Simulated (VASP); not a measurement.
# PbS (Cmcm) in VASP: further runs

Runs on PbS. Level: PBEsol. Tasks: single point, relaxation of cell and atoms.

Program: VASP 6.6.1. These are calculated values, not measurements. Logs are shortened: lines on timing, memory, paths and dates and some standing lists are left out, and cuts for length are marked.

**1. The cell of the first run**

The structure is orthorhombic, space group Cmcm (No. 63). The conventional cell has a = 4.102 Å, b = 11.609 Å, c = 4.230 Å, α = 90.00°, β = 90.00°, γ = 90.00°. Pb (site symmetry m2m) has 7 S at 2.69 to 3.73 Å and 2 Pb at 3.63 Å within 3.8 Å. Within 3.5 Å of S (site symmetry m2m) lie 5 Pb at 2.69 to 2.95 Å.

**2. Single point, PBEsol**

INCAR reads:

```
PREC = Accurate
ENCUT = 520
EDIFF = 1E-7
ISMEAR = -1
SIGMA = 0.05
LREAL = False
LASPH = True
NELM = 60
ALGO = Normal
ISIF = 2
LWAVE = False
LCHARG = False
GGA = PS
NBANDS = 28
```

KPOINTS reads:

```
Automatic mesh
0
Gamma
  7 7 6
```

POSCAR reads:

```
PbS
1.0
    2.0508056510     -5.8043401604      0.0000000000
    2.0508056510      5.8043401604      0.0000000000
    0.0000000000      0.0000000000      4.2304176955
Pb S
2 2
Direct
    0.1271445579      0.8728554421      0.2500000000
    0.8728554421      0.1271445579      0.7500000000
    0.3586525383      0.6413474617      0.2500000000
    0.6413474617      0.3586525383      0.7500000000
```

Potentials or basis: VASP PAW PBE potentials, release 64 (Pb_d, S).

Launch:

```console
cat potpaw_PBE.64/Pb_d/POTCAR potpaw_PBE.64/S/POTCAR > POTCAR
mpirun -np 1 vasp_std > vasp.out
```

OUTCAR:

```text
PREC = Accurate
   ENCUT = 520
   EDIFF = 1E-7
   ISMEAR = -1
   LREAL = False
   LASPH = True
   NELM = 60
   ISIF = 2
   GGA = PS

 ion  position               nearest neighbor table
   1  0.127  0.873  0.250-   3 2.69   4 2.95   4 2.95   4 2.95   4 2.95   2 3.63   2 3.63   2 4.10
                             2 4.10   2 4.10   2 4.10
   2  0.873  0.127  0.750-   4 2.69   3 2.95   3 2.95   3 2.95   3 2.95   1 3.63   1 3.63   1 4.10
                             1 4.10   1 4.10   1 4.10
   3  0.359  0.641  0.250-   1 2.69   2 2.95   2 2.95   2 2.95   2 2.95
   4  0.641  0.359  0.750-   2 2.69   1 2.95   1 2.95   1 2.95   1 2.95

  LATTYP: Found a base centered orthorhombic cell.
 ALAT       =     4.1016113020
 B/A-ratio  =     2.8302731454
 C/A-ratio  =     1.0314038518

  Lattice vectors:

 A1 = (   2.0508056510,  -5.8043401604,   0.0000000000)
 A2 = (   2.0508056510,   5.8043401604,   0.0000000000)
 A3 = (   0.0000000000,   0.0000000000,   4.2304176955)

Analysis of symmetry for initial positions (statically):
=====================================================================
 Subroutine PRICEL returns:
 Original cell was already a primitive cell.

 Routine SETGRP: Setting up the symmetry group for a
 base centered orthorhombic supercell.

 Subroutine GETGRP returns: Found  8 space group operations
 (whereof  4 operations were pure point group operations)
 out of a pool of  8 trial point group operations.

The static configuration has the point symmetry C_2h.
 The point group associated with its full space group is D_2h.

Analysis of symmetry for dynamics (positions and initial velocities):
=====================================================================
 Subroutine PRICEL returns:
 Original cell was already a primitive cell.

 Routine SETGRP: Setting up the symmetry group for a
 base centered orthorhombic supercell.

 Subroutine GETGRP returns: Found  8 space group operations
 (whereof  4 operations were pure point group operations)
 out of a pool of  8 trial point group operations.

The dynamic configuration has the point symmetry C_2h.
 The point group associated with its full space group is D_2h.

 Subroutine INISYM returns: Found  8 space group operations
 (whereof  4 operations are pure point group operations),
 and found     1 'primitive' translations

----------------------------------------------------------------------------------------

                                     Primitive cell

[... 94 lines left out ...]
   EDIFF  = 0.1E-06   stopping-criterion for ELM
   LREAL  =      F    real-space projection
   EDIFFG = 0.1E-05   stopping-criterion for IOM
   NSW    =      0    number of steps for IOM
   IBRION =     -1    ionic relax: 0-MD 1-quasi-New 2-CG
   NFREE  =      0    steps in history (QN), initial steepest desc. (CG)
   ISIF   =      2    stress and relaxation
   ISYM   =      2    0-nonsym 1-usesym 2-fastsym
   POTIM  = 0.5000    time-step for ionic-motion
   TEBEG  =    0.0;   TEEND  =   0.0 temperature during run
   PSTRESS=    0.0 pullay stress
   NELECT =      40.0000    total number of electrons
   NUPDOWN=      -1.0000    fix difference up-down
   EMIN   =  10.00;   EMAX   =-10.00  energy-range for DOS
   EFERMI =   0.00;   METHOD = LEGACY
   ISMEAR =    -1;   SIGMA  =   0.05  broadening in eV -4-tet -1-fermi 0-gaus
   EFERMI_NEDOS =   21; number of points for ismear=-14 and -15
   IALGO  =     38    algorithm
   IMIX   =      4    mixing-type and parameters
     AMIX     =   0.40;   BMIX     =  1.00
     AMIX_MAG =   1.60;   BMIX_MAG =  1.00
  volume/ion in A,a.u.               =      25.18       169.91
  Fermi-wavevector in a.u.,A,eV,Ry     =   1.203367  2.274033 19.702477  1.448091
  Thomas-Fermi vector in A             =   2.339122
   LORBIT       =      0    0 simple, 1 ext, 2 COOP (PROOUT), +10 PAW based schemes
   GGA     = PS    functional components
   LHFCALC =     F    Hartree Fock is set to
   AEXX    =    0.0000 exact exchange contribution
   IVDW    =     0    specifies the selected vdW correction
   LEPSILON=     F    determine dielectric tensor
   LRPA    =     F    only Hartree local field effects (RPA)
 non-spin polarized calculation
  energy-cutoff  :      520.00
  volume of cell :      100.71
 maximum number of plane-waves:      2746
 NGX is ok and might be reduce to    48
   NGX = 23   NGY = 23   NGZ = 15

 number of electron      40.0000003 magnetization

 Free energy of the ion-electron system (eV)
  ---------------------------------------------------
  ext. energy  EPLUGINS =         0.00000000
  ---------------------------------------------------
  free energy    TOTEN  =       -18.78131819 eV

  energy without entropy =      -18.78131741  energy(sigma->0) =      -18.78131780

 E-fermi :   5.9928     XC(G=0): -10.0768

 val. band max:        5.4268390554   @ k =  -0.4286   0.4286   0.3333
 cond. band min:       6.5038703674   @ k =   0.4286   0.4286   0.0000
 fundamental gap:      1.0770313120
 Fermi energy:         5.9928183484

 k-point     1 :       0.0000    0.0000    0.0000
  band No.  band energies     occupation
      1     -10.9517      2.00000
      2     -10.8330      2.00000
      3     -10.8309      2.00000
      4     -10.8075      2.00000
      5     -10.7647      2.00000
      6     -10.7630      2.00000
[... 733 lines left out ...]
     27      13.0107      0.00000
     28      13.6339      0.00000

 [... further k-points ...]

------------------------ aborting loop because EDIFF is reached ----------------------------------------

  FORCE on cell =-STRESS in cart. coord.  units (eV):
  Direction    XX          YY          ZZ          XY          YZ          ZX
  --------------------------------------------------------------------------------------
  -------------------------------------------------------------------------------------
  Total       -0.0380937     -0.0425232     -0.0003272      0.0000000      0.0000000      0.0000000
  in kB       -0.6060003     -0.6764663     -0.0052045      0.0000000      0.0000000      0.0000000
  external PRESSURE =      -0.4292237 kB  Pullay stress =       0.0000000 kB

 VOLUME and BASIS-vectors are now :
 -----------------------------------------------------------------------------
  energy-cutoff  :      520.00
  volume of cell :      100.71
      direct lattice vectors                 reciprocal lattice vectors
     2.050805651 -5.804340160  0.000000000     0.243806623 -0.086142436  0.000000000
     2.050805651  5.804340160  0.000000000     0.243806623  0.086142436  0.000000000
     0.000000000  0.000000000  4.230417695     0.000000000  0.000000000  0.236383277

 POSITION                                       TOTAL-FORCE (eV/Angst)
 -----------------------------------------------------------------------------------
      2.05081      4.32836      1.05760         0.000000      0.002451      0.000000
      2.05081     -4.32836      3.17281         0.000000     -0.002451     -0.000000
      2.05081      1.64086      1.05760         0.000000     -0.008185      0.000000
      2.05081     -1.64086      3.17281         0.000000      0.008185      0.000000
 -----------------------------------------------------------------------------------
    total drift:                                0.000000     -0.000000     -0.000000

  FREE ENERGIE OF THE ION-ELECTRON SYSTEM (eV)
  ---------------------------------------------------
  free  energy   TOTEN  =       -18.7813181911 eV

  energy  without entropy=      -18.7813174085  energy(sigma->0) =      -18.78131780
```

stdout:

```text
POSCAR found type information on POSCAR PbS
 POSCAR found :  2 types and       4 ions
 scaLAPACK will be used
 -----------------------------------------------------------------------------
|                                                                             |
|                                                                             |
|     You enforced a specific xc type in the INCAR file but a different       |
|     I HOPE YOU KNOW WHAT YOU ARE DOING!                                     |
|                                                                             |
 -----------------------------------------------------------------------------

 LDA part: xc-table for (Slater+PW92), standard interpolation
 POSCAR, INCAR and KPOINTS ok, starting setup
 FFT: planning ... GRIDC
 FFT: planning ... GRID_SOFT
 FFT: planning ... GRID
 WAVECAR not read
 entering main loop
```

Wall time 5.3 min (1 thread of Oxide Virtual Turin-like, shared host); peak memory 0.3 GiB.

Results:

```
Free energy            : -18.7813 eV
Pressure               : 0.0 GPa
Largest force          : 0.008 eV/Å
Band gap on the k mesh : 1.08 eV (least direct gap 1.24 eV)
```

Forces in eV/Å, atoms in the order of the input:
```
Pb   0.000  0.002  0.000
Pb   0.000 -0.002  0.000
S    0.000 -0.008  0.000
S    0.000  0.008  0.000
```

Levels at points of the mesh, in eV from the valence-band top:
| k point | band 18 | band 19 | band 20 | band 21 | band 22 | band 23 |
| --- | --- | --- | --- | --- | --- | --- |
| (0.00, 0.00, 0.00) | -1.87 | -1.58 | -0.59 | 4.55 | 4.57 | 4.96 |
| (0.00, 0.00, 0.50) | -1.18 | -0.04 | -0.04 | 1.68 | 1.68 | 2.67 |

Caveat: the PAW data sets were made with another functional, which shifts forces and pressure a little; spin-orbit coupling is left out, which moves the levels of the heavy elements.

**3. Relaxation of cell and atoms, PBEsol**

This run uses another cell than the first one, of 26.66 Å³/atom.

INCAR reads:

```
SYSTEM = PbS
ALGO = Normal
EDIFF = 1E-6
EDIFFG = -0.01
ENCUT = 600
GGA = PS
IBRION = 2
ISIF = 3
ISMEAR = -1
LASPH = .TRUE.
LCHARG = .FALSE.
LREAL = .FALSE.
LWAVE = .FALSE.
NELM = 100
NSW = 60
PREC = Accurate
SIGMA = 0.05
```

KPOINTS reads:

```
k-points
0
G
  7 7 6
  0 0 0
```

POSCAR reads:

```
PbS
1.0
    2.0799526950     -5.9912968650      0.0000000000
    2.0799526950      5.9912968650      0.0000000000
    0.0000000000      0.0000000000      4.2793209400
Pb S
2 2
Direct
    0.1305633500      0.8694366500      0.2500000000
    0.8694366500      0.1305633500      0.7500000000
    0.3547970900      0.6452029100      0.2500000000
    0.6452029100      0.3547970900      0.7500000000
```

Potentials or basis: VASP PAW PBE potentials, release 64 (Pb_d, S).

Launch:

```console
cat potpaw_PBE.64/Pb_d/POTCAR potpaw_PBE.64/S/POTCAR > POTCAR
mpirun -np 1 vasp_std > vasp.out
```

Run time: 57 min. Hardware: 1 thread of Oxide Virtual Turin-like, shared host; peak memory 0.4 GiB.

The run converged. Its results:

| Quantity | Value |
| --- | --- |
| Free energy | -18.7825 eV |
| Relaxed volume | 25.18 Å³/atom |
| Relaxed cell | a = 6.152 Å, b = 6.152 Å, c = 4.237 Å, α = 90.00°, β = 90.00°, γ = 141.09° |
| Space group after relaxing (to 0.1 Å) | Cmcm (No. 63) |
| Energy gained by relaxing | 8.6 meV/atom |
| Ionic steps | 15 |
| Pressure after relaxing | 0.0 GPa |
| Largest force after relaxing | 0.007 eV/Å |
| Band gap on the k mesh | 1.08 eV (least direct gap 1.24 eV) |

Forces in eV/Å, atoms in the order of the input:
```
Pb   0.000 -0.006  0.000
Pb   0.000  0.006  0.000
S    0.000 -0.007  0.000
S    0.000  0.007  0.000
```

The path:
```csv
step,energy change (eV),largest force (eV/Å),pressure (GPa),volume (Å³)
1,0.0000,0.0355,-1.86,106.65
2,-0.0193,0.2313,0.68,101.94
3,-0.0218,0.1609,0.00,103.09
4,-0.0249,0.1044,-0.03,102.77
5,-0.0263,0.0368,-0.05,102.36
6,-0.0288,0.0272,-0.06,102.07
7,-0.0332,0.0166,-0.07,101.22
8,-0.0335,0.0189,-0.05,100.86
9,-0.0336,0.0176,-0.04,100.90
10,-0.0340,0.0227,0.02,100.75
11,-0.0342,0.0320,0.14,100.48
12,-0.0344,0.0139,0.00,100.68
13,-0.0344,0.0137,-0.01,100.69
14,-0.0345,0.0118,-0.01,100.70
15,-0.0346,0.0071,-0.02,100.71
```

Final structure:
```cif
data_structure
_symmetry_space_group_name_H-M 'P 1'
_symmetry_Int_Tables_number 1
_cell_length_a 6.1520
_cell_length_b 6.1520
_cell_length_c 4.2367
_cell_angle_alpha 90.000
_cell_angle_beta 90.000
_cell_angle_gamma 141.093
_cell_volume 100.71
loop_
_atom_site_label
_atom_site_type_symbol
_atom_site_fract_x
_atom_site_fract_y
_atom_site_fract_z
_atom_site_occupancy
Pb1 Pb 0.12697 0.87303 0.25000 1
Pb2 Pb 0.87303 0.12697 0.75000 1
S1 S 0.35869 0.64131 0.25000 1
S2 S 0.64131 0.35869 0.75000 1
```

Levels at points of the mesh, in eV from the valence-band top:
| k point | band 18 | band 19 | band 20 | band 21 | band 22 | band 23 |
| --- | --- | --- | --- | --- | --- | --- |
| (0.00, 0.00, 0.00) | -1.86 | -1.59 | -0.60 | 4.55 | 4.57 | 4.96 |
| (0.00, 0.00, 0.50) | -1.17 | -0.04 | -0.04 | 1.69 | 1.69 | 2.67 |

Caveat: the PAW data sets were made with another functional, which shifts forces and pressure a little; spin-orbit coupling is left out, which moves the levels of the heavy elements.
